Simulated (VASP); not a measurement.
# Eu (Im-3m) in VASP: further runs

Eu is run at these levels: PBEsol; tasks: single point.

Program: VASP 6.6.1. These are calculated values, not measurements. Logs are shortened: lines on timing, memory, paths and dates and some standing lists are left out, and cuts for length are marked.

## Step 1: The cell of the first run

It takes space group Im-3m (No. 229, cubic). The conventional cell has a = 4.236 Å, b = 4.236 Å, c = 4.236 Å, α = 90.00°, β = 90.00°, γ = 90.00°. Eu (site symmetry m-3m) has 14 Eu at 3.67 to 4.24 Å within 4.8 Å.

## Step 2: Single point, PBEsol, collinear spin, ferromagnetic start

Input file INCAR:

```
SYSTEM = Eu
ALGO = Normal ; EDIFF = 1E-6
ENCUT = 520 ; GGA = PS
ISIF = 2 ; ISMEAR = 0
ISPIN = 2 ; LASPH = .TRUE.
LCHARG = .FALSE. ; LMAXMIX = 6
LORBIT = 11 ; LREAL = .FALSE.
LWAVE = .FALSE. ; MAGMOM = 0.5
NBANDS = 18 ; NELM = 150
PREC = Accurate ; SIGMA = 0.05
```

Input file KPOINTS:

```
k-points
0
G
  14 14 14
  0 0 0
```

Input file POSCAR:

```
Eu
1.0
   -2.1177864421      2.1177864421      2.1177864421
    2.1177864421     -2.1177864421      2.1177864421
    2.1177864421      2.1177864421     -2.1177864421
Eu
1
Direct
    0.0000000000      0.0000000000      0.0000000000
```

Potentials or basis: VASP PAW PBE potentials, release 64 (Eu).

Started as:

```bash
$ cat potpaw_PBE.64/Eu/POTCAR > POTCAR
$ mpirun -np 1 vasp_std > vasp.out
```

OUTCAR:

```text
SYSTEM = Eu
   EDIFF = 1E-6
   ENCUT = 520
   GGA = PS
   ISIF = 2
   ISMEAR = 0
   ISPIN = 2
   LASPH = .TRUE.
   LORBIT = 11
   LREAL = .FALSE.
   NELM = 150
   PREC = Accurate

 ion  position               nearest neighbor table
   1  0.000  0.000  0.000-

  LATTYP: Found a body centered cubic cell.
 ALAT       =     4.2355728842

  Lattice vectors:

 A1 = (  -2.1177864421,   2.1177864421,   2.1177864421)
 A2 = (   2.1177864421,  -2.1177864421,   2.1177864421)
 A3 = (   2.1177864421,   2.1177864421,  -2.1177864421)

Analysis of symmetry for initial positions (statically):
=====================================================================
 Subroutine PRICEL returns:
 Original cell was already a primitive cell.

 Routine SETGRP: Setting up the symmetry group for a
 body centered cubic supercell.

 Subroutine GETGRP returns: Found 48 space group operations
 (whereof 48 operations were pure point group operations)
 out of a pool of 48 trial point group operations.

The static configuration has the point symmetry O_h .

Analysis of symmetry for dynamics (positions and initial velocities):
=====================================================================
 Subroutine PRICEL returns:
 Original cell was already a primitive cell.

 Routine SETGRP: Setting up the symmetry group for a
 body centered cubic supercell.

 Subroutine GETGRP returns: Found 48 space group operations
 (whereof 48 operations were pure point group operations)
 out of a pool of 48 trial point group operations.

The dynamic configuration has the point symmetry O_h .

Analysis of structural, dynamic, and magnetic symmetry:
=====================================================================
 Subroutine PRICEL returns:
 Original cell was already a primitive cell.

 Routine SETGRP: Setting up the symmetry group for a
 body centered cubic supercell.

 Subroutine GETGRP returns: Found 48 space group operations
 (whereof 48 operations were pure point group operations)
 out of a pool of 48 trial point group operations.

The overall configuration has the point symmetry O_h .

 Subroutine INISYM returns: Found 48 space group operations
 (whereof 48 operations are pure point group operations),
 and found     1 'primitive' translations

----------------------------------------------------------------------------------------

                                     Primitive cell

  volume of cell :      37.9933

  direct lattice vectors                    reciprocal lattice vectors
    -2.117786442  2.117786442  2.117786442     0.000000000  0.236095571  0.236095571
     2.117786442 -2.117786442  2.117786442     0.236095571  0.000000000  0.236095571
     2.117786442  2.117786442 -2.117786442     0.236095571  0.236095571  0.000000000

  length of vectors
     3.668113717  3.668113717  3.668113717     0.333889559  0.333889559  0.333889559

  position of ions in fractional coordinates (direct lattice)
     0.000000000  0.000000000  0.000000000

  ion indices of the primitive-cell ions
   primitive index   ion index
                 1           1

----------------------------------------------------------------------------------------

 KPOINTS: k-points

Automatic generation of k-mesh.
 Grid dimensions read from file:
 generate k-points for:   14   14   14

 Generating k-lattice:

  Cartesian coordinates                     Fractional coordinates (reciprocal lattice)
     0.000000000  0.016863969  0.016863969     0.071428571  0.000000000  0.000000000
     0.016863969  0.000000000  0.016863969     0.000000000  0.071428571  0.000000000
     0.016863969  0.016863969  0.000000000     0.000000000  0.000000000  0.071428571

  Length of vectors
     0.023849254  0.023849254  0.023849254

  Shift w.r.t. Gamma in fractional coordinates (k-lattice)
     0.000000000  0.000000000  0.000000000

 Subroutine IBZKPT returns following result:
 ===========================================

 Found    104 irreducible k-points:

 Following reciprocal coordinates:
            Coordinates               Weight
  0.000000  0.000000  0.000000      1.000000
  0.071429  0.000000  0.000000     12.000000
  0.142857  0.000000  0.000000     12.000000
  0.214286  0.000000  0.000000     12.000000
  0.285714  0.000000  0.000000     12.000000
  0.357143  0.000000  0.000000     12.000000
[... 16 lines left out ...]
  0.285714  0.285714  0.000000     24.000000
  0.357143  0.285714  0.000000     24.000000
 [... further k-points ...]
   k-points           NKPTS =    104   k-points in BZ     NKDIM =    104   number of bands    NBANDS=     18
   number of dos      NEDOS =    301   number of ions     NIONS =      1
   total plane-waves  NPLWV =  21952
   dimension x,y,z NGX =    28 NGY =   28 NGZ =   28
   dimension x,y,z NGXF=    56 NGYF=   56 NGZF=   56
   ions per type =               1
   NGX,Y,Z   is equivalent  to a cutoff of  12.69, 12.69, 12.69 a.u.
   NGXF,Y,Z  is equivalent  to a cutoff of  25.38, 25.38, 25.38 a.u.
 SYSTEM =  Eu
   PREC   = accura    normal or accurate (medium, high low for compatibility)
   ISTART =      0    job   : 0-new  1-cont  2-samecut
   ICHARG =      2    charge: 1-file 2-atom 10-const
   ISPIN  =      2    spin polarized calculation?
   LNONCOLLINEAR =      F non collinear calculations
   LSORBIT =      F    spin-orbit coupling
   LASPH  =      T    aspherical Exc in radial PAW
   ENCUT  =  520.0 eV  38.22 Ry    6.18 a.u.   6.82  6.82  6.82*2*pi/ulx,y,z
   NELM   =    150;   NELMIN=  2; NELMDL= -5     # of ELM steps
   EDIFF  = 0.1E-05   stopping-criterion for ELM
   LREAL  =      F    real-space projection
   EDIFFG = 0.1E-04   stopping-criterion for IOM
   NSW    =      0    number of steps for IOM
   IBRION =     -1    ionic relax: 0-MD 1-quasi-New 2-CG
   NFREE  =      0    steps in history (QN), initial steepest desc. (CG)
   ISIF   =      2    stress and relaxation
   ISYM   =      2    0-nonsym 1-usesym 2-fastsym
   POTIM  = 0.5000    time-step for ionic-motion
   TEBEG  =    0.0;   TEEND  =   0.0 temperature during run
   PSTRESS=    0.0 pullay stress
   NELECT =      17.0000    total number of electrons
   NUPDOWN=      -1.0000    fix difference up-down
   EMIN   =  10.00;   EMAX   =-10.00  energy-range for DOS
   EFERMI =   0.00;   METHOD = LEGACY
   ISMEAR =     0;   SIGMA  =   0.05  broadening in eV -4-tet -1-fermi 0-gaus
   EFERMI_NEDOS =   21; number of points for ismear=-14 and -15
   IALGO  =     38    algorithm
   IMIX   =      4    mixing-type and parameters
     AMIX     =   0.40;   BMIX     =  1.00
     AMIX_MAG =   1.60;   BMIX_MAG =  1.00
  volume/ion in A,a.u.               =      37.99       256.39
  Fermi-wavevector in a.u.,A,eV,Ry     =   1.252148  2.366217 21.332227  1.567874
  Thomas-Fermi vector in A             =   2.386062
   LORBIT       =     11    0 simple, 1 ext, 2 COOP (PROOUT), +10 PAW based schemes
   GGA     = PS    functional components
   LHFCALC =     F    Hartree Fock is set to
   AEXX    =    0.0000 exact exchange contribution
   IVDW    =     0    specifies the selected vdW correction
   LEPSILON=     F    determine dielectric tensor
   LRPA    =     F    only Hartree local field effects (RPA)
 spin polarized calculation
 Gauss-broadening in eV      SIGMA  =   0.05
  energy-cutoff  :      520.00
  volume of cell :       37.99
 maximum number of plane-waves:      1055
   NGX = 13   NGY = 13   NGZ = 13

 number of electron      17.0000001 magnetization       7.2061067

 Free energy of the ion-electron system (eV)
  ---------------------------------------------------
  ext. energy  EPLUGINS =         0.00000000
  ---------------------------------------------------
  free energy    TOTEN  =       -11.68389681 eV

  energy without entropy =      -11.68239325  energy(sigma->0) =      -11.68314503

 E-fermi :   2.3474     XC(G=0):  -9.3855

 val. band max:        2.3296712968   @ k =  -0.3571   0.5000   0.1429
 cond. band min:       2.3548566837   @ k =   0.3571   0.1429   0.1429
 fundamental gap:      0.0251853869
 Fermi energy:         2.3473884040

 spin component 1

 k-point     1 :       0.0000    0.0000    0.0000
  band No.  band energies     occupation
      1     -39.1992      1.00000
      2     -17.6582      1.00000
      3     -17.6582      1.00000
      4     -17.6582      1.00000
      5      -2.1522      1.00000
      6       1.8141      1.00000
[... 10 lines left out ...]
     17       6.1751      0.00000
     18      12.3635      0.00000

 k-point     2 :       0.0714    0.0000    0.0000
  band No.  band energies     occupation
      1     -39.1965      1.00000
      2     -17.6910      1.00000
      3     -17.6683      1.00000
      4     -17.6584      1.00000
      5      -2.0190      1.00000
      6       1.8118      1.00000
[... 10 lines left out ...]
     17       6.1813      0.00000
     18      12.4960      0.00000

 k-point     3 :       0.1429    0.0000    0.0000
  band No.  band energies     occupation
      1     -39.1889      1.00000
      2     -17.7815      1.00000
      3     -17.6964      1.00000
      4     -17.6589      1.00000
      5      -1.6382      1.00000
      6       1.8055      1.00000
[... 10 lines left out ...]
     17       6.2103      0.00000
     18      12.7670      0.00000

 k-point     4 :       0.2143    0.0000    0.0000
  band No.  band energies     occupation
      1     -39.1779      1.00000
      2     -17.9089      1.00000
      3     -17.7367      1.00000
      4     -17.6596      1.00000
      5      -1.0678      1.00000
      6       1.7997      1.00000
[... 375 lines left out ...]
      4     -17.7241      1.00000
      5       1.2110      1.00000
      6       1.8082      1.00000
[... 10 lines left out ...]
     17       9.1607      0.00000
     18       9.5386      0.00000

 k-point    23 :       0.2857    0.2857    0.0000
  band No.  band energies     occupation
      1     -39.1394      1.00000
      2     -18.1540      1.00000
      3     -17.9895      1.00000
      4     -17.7317      1.00000
      5       1.4078      1.00000
      6       1.8027      1.00000
[... 10 lines left out ...]
     17       8.9694      0.00000
     18       9.6988      0.00000

 k-point    24 :       0.3571    0.2857    0.0000
  band No.  band energies     occupation
      1     -39.1377      1.00000
      2     -18.1302      1.00000
      3     -18.0355      1.00000
      4     -17.7350      1.00000
      5       1.5277      1.00000
      6       1.8181      1.00000
[... 10 lines left out ...]
     17       8.5010      0.00000
     18      10.2928      0.00000

 [... further k-points ...]

 spin component 2

 k-point     1 :       0.0000    0.0000    0.0000
  band No.  band energies     occupation
      1     -36.1234      1.00000
      2     -15.3251      1.00000
      3     -15.3251      1.00000
      4     -15.3251      1.00000
      5      -1.3749      1.00000
      6       5.2582      0.00000
[... 10 lines left out ...]
     17       7.2799      0.00000
     18      13.4382      0.00000

 k-point     2 :       0.0714    0.0000    0.0000
  band No.  band energies     occupation
      1     -36.1199      1.00000
      2     -15.3664      1.00000
      3     -15.3373      1.00000
      4     -15.3253      1.00000
      5      -1.2346      1.00000
      6       5.1080      0.00000
[... 10 lines left out ...]
     17       7.3453      0.00000
     18      13.5959      0.00000

 k-point     3 :       0.1429    0.0000    0.0000
  band No.  band energies     occupation
      1     -36.1102      1.00000
      2     -15.4799      1.00000
      3     -15.3715      1.00000
      4     -15.3263      1.00000
      5      -0.8353      1.00000
      6       4.7785      0.00000
[... 10 lines left out ...]
     17       7.4877      0.00000
     18      13.8452      0.00000

 k-point     4 :       0.2143    0.0000    0.0000
  band No.  band energies     occupation
      1     -36.0962      1.00000
      2     -15.6383      1.00000
      3     -15.4203      1.00000
      4     -15.3277      1.00000
      5      -0.2439      1.00000
      6       4.3340      0.00000
[... 375 lines left out ...]
      4     -15.4071      1.00000
      5       2.1105      1.00000
      6       3.4254      0.00000
[... 10 lines left out ...]
     17      10.4939      0.00000
     18      10.9212      0.00000

 k-point    23 :       0.2857    0.2857    0.0000
  band No.  band energies     occupation
      1     -36.0469      1.00000
      2     -15.9376      1.00000
      3     -15.7343      1.00000
      4     -15.4160      1.00000
      5       2.3841      0.14946
      6       3.2179      0.00000
[... 10 lines left out ...]
     17      10.3008      0.00000
     18      11.0738      0.00000

 k-point    24 :       0.3571    0.2857    0.0000
  band No.  band energies     occupation
      1     -36.0447      1.00000
      2     -15.9083      1.00000
      3     -15.7911      1.00000
      4     -15.4200      1.00000
      5       2.5692      0.00000
      6       3.3239      0.00000
[... 10 lines left out ...]
     17       9.8745      0.00000
     18      11.6531      0.00000

 [... further k-points ...]

------------------------ aborting loop because EDIFF is reached ----------------------------------------

  FORCE on cell =-STRESS in cart. coord.  units (eV):
  Direction    XX          YY          ZZ          XY          YZ          ZX
  --------------------------------------------------------------------------------------
  -------------------------------------------------------------------------------------
  Total       -0.0814374     -0.0814374     -0.0814374      0.0000000      0.0000000     -0.0000000
  in kB       -3.4342196     -3.4342196     -3.4342196      0.0000000      0.0000000     -0.0000000
  external PRESSURE =      -3.4342196 kB  Pullay stress =       0.0000000 kB

 VOLUME and BASIS-vectors are now :
 -----------------------------------------------------------------------------
  energy-cutoff  :      520.00
  volume of cell :       37.99
      direct lattice vectors                 reciprocal lattice vectors
    -2.117786442  2.117786442  2.117786442     0.000000000  0.236095571  0.236095571
     2.117786442 -2.117786442  2.117786442     0.236095571  0.000000000  0.236095571
     2.117786442  2.117786442 -2.117786442     0.236095571  0.236095571  0.000000000

 POSITION                                       TOTAL-FORCE (eV/Angst)
 -----------------------------------------------------------------------------------
      0.00000      0.00000      0.00000         0.000000      0.000000     -0.000000
 -----------------------------------------------------------------------------------
    total drift:                                0.000000     -0.000000     -0.000000

  FREE ENERGIE OF THE ION-ELECTRON SYSTEM (eV)
  ---------------------------------------------------
  free  energy   TOTEN  =       -11.6838968067 eV

  energy  without entropy=      -11.6823932485  energy(sigma->0) =      -11.68314503

 total charge

# of ion       s       p       d       f       tot
--------------------------------------------------
    1        2.088   5.674   0.342   6.609  14.714

 magnetization (x)

# of ion       s       p       d       f       tot
--------------------------------------------------
    1       -0.001  -0.083   0.130   6.605   6.652
```

It took 3.2 min on 1 thread of Intel Xeon Platinum 8488C (Sapphire Rapids), shared host; peak memory 0.27 GiB.

Results:

| Quantity | Value |
| --- | --- |
| Free energy | -11.6839 eV |
| Pressure | -0.3 GPa |
| Net moment | 7.21 μB per cell |
| Site moments | Eu +6.65 μB |
| Valence electrons inside the program's atomic spheres | Eu 14.71 |

Levels at points of the mesh, in eV from the Fermi level:
Spin up:
| k point | band 10 | band 11 | band 12 | band 13 | band 14 | band 15 |
| --- | --- | --- | --- | --- | --- | --- |
| (0.00, 0.00, 0.00) | -0.33 | -0.33 | -0.28 | 1.87 | 1.87 | 1.87 |
| (0.50, 0.00, 0.00) | -0.35 | -0.33 | -0.31 | 0.33 | 1.22 | 3.75 |
| (0.50, 0.50, 0.50) | -0.47 | -0.29 | -0.29 | -0.29 | 5.67 | 5.67 |
Spin down:
```csv
k point,band 3,band 4,band 5,band 6,band 7,band 8
"(0.00, 0.00, 0.00)",-17.67,-17.67,-3.72,2.91,2.91,2.91
"(0.50, 0.00, 0.00)",-17.91,-17.68,-1.06,1.25,1.95,3.80
"(0.50, 0.50, 0.50)",-18.19,-18.19,-0.54,-0.54,3.95,3.95
```

Caveat: the PAW data sets were made with another functional, which shifts forces and pressure a little; spin-orbit coupling is left out, which moves the levels of the heavy elements; semilocal functionals describe open f shells poorly, which spoils levels, moments and volumes. The state reached can hang on the start; a lower one may exist.

## Step 3: Single point, PBEsol, collinear spin, ferromagnetic start (43.33 Å³/atom)

This run uses another cell than the first one, of 43.33 Å³/atom.

Input file INCAR:

```
SYSTEM = Eu
  ALGO = Normal
  EDIFF = 1E-6
  ENCUT = 520
  GGA = PS
  ISIF = 2
  ISMEAR = 0
  ISPIN = 2
  LASPH = .TRUE.
  LCHARG = .TRUE.
  LELF = .TRUE.
  LMAXMIX = 6
  LORBIT = 11
  LREAL = .FALSE.
  LVHAR = .TRUE.
  LWAVE = .FALSE.
  MAGMOM = 7.78
  NBANDS = 18
  NELM = 150
  PREC = Accurate
  SIGMA = 0.05
```

KPOINTS is that of step 2.

Input file POSCAR:

```
Eu
1.0
   -2.2127109380      2.2127109380      2.2127109380
    2.2127109380     -2.2127109380      2.2127109380
    2.2127109380      2.2127109380     -2.2127109380
Eu
1
Direct
    0.0000000000      0.0000000000      0.0000000000
```

Potentials or basis: VASP PAW PBE potentials, release 64 (Eu).

Started as:

```bash
$ cat potpaw_PBE.64/Eu/POTCAR > POTCAR
$ mpirun -np 1 vasp_std > vasp.out
```

Run time: 3.8 min. Hardware: 1 thread of Intel Xeon Platinum 8488C (Sapphire Rapids), shared host; peak memory 0.29 GiB.

Results (log left out):

- Free energy: -11.6453 eV
- Pressure: -1.9 GPa
- Net moment: 7.24 μB per cell
- Site moments: Eu +6.67 μB
- Valence electrons inside the program's atomic spheres: Eu 14.69

Levels at points of the mesh, in eV from the Fermi level:
Spin up:
| k point | band 10 | band 11 | band 12 | band 13 | band 14 | band 15 |
| --- | --- | --- | --- | --- | --- | --- |
| (0.00, 0.00, 0.00) | -0.36 | -0.36 | -0.32 | 1.75 | 1.75 | 1.75 |
| (0.50, 0.00, 0.00) | -0.38 | -0.36 | -0.35 | 0.41 | 0.77 | 3.33 |
| (0.50, 0.50, 0.50) | -0.48 | -0.33 | -0.33 | -0.33 | 4.84 | 4.84 |
Spin down:
| k point | band 3 | band 4 | band 5 | band 6 | band 7 | band 8 |
| --- | --- | --- | --- | --- | --- | --- |
| (0.00, 0.00, 0.00) | -17.91 | -17.91 | -3.63 | 2.74 | 2.74 | 2.74 |
| (0.50, 0.00, 0.00) | -18.07 | -17.91 | -0.96 | 1.27 | 1.46 | 3.84 |
| (0.50, 0.50, 0.50) | -18.26 | -18.26 | -0.30 | -0.30 | 3.86 | 3.86 |

Caveat: the PAW data sets were made with another functional, which shifts forces and pressure a little; spin-orbit coupling is left out, which moves the levels of the heavy elements; semilocal functionals describe open f shells poorly, which spoils levels, moments and volumes.
